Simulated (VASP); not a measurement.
# Al: single point with r2SCAN

Crystal: Al.

```
CELL_PARAMETERS angstrom
-1.57204 1.57204 1.57204
1.57204 -1.57204 1.57204
1.57204 1.57204 -1.57204
ATOMIC_POSITIONS crystal
Al 0.00000 0.00000 0.00000
```

This cell differs from its parent crystal: functional r2SCAN, strained.

```json
{"Program": "VASP 6.6.1", "Task": "single point", "Functional": "r2SCAN", "Potentials or basis": "VASP PAW PBE potentials, release 64 (Al)", "Cutoff": "520 eV", "k mesh": "18 × 18 × 18", "Occupations": "gaussian, width 0.1 eV", "Spin": "no spin polarisation", "Dipole correction": "no", "Further INCAR settings": "ALGO = Normal; EDIFF = 1e-07; NBANDS = 8"}
```

* Pressure: 3.4 GPa

Levels at points of the mesh, in eV from the Fermi level:
```
           k point  band 1  band 2  band 3  band 4  band 5  band 6
(0.00, 0.00, 0.00)  -12.33   14.37   14.37   14.37   16.84   16.84
(0.50, 0.00, 0.00)   -4.99   -4.12    8.78    9.28   11.03   12.77
(0.50, 0.50, 0.50)    2.08    2.08    2.08    2.83    2.83    7.22
```

Run time: 28 s on 1 thread of Intel(R) Xeon(R) 6975P-C (Granite Rapids), with other jobs on the host, peak memory 0.13 GiB.

Caveat: the cell differs from its parent crystal (functional r2SCAN, strained); the PAW data sets were made with another functional, which shifts forces and pressure a little.
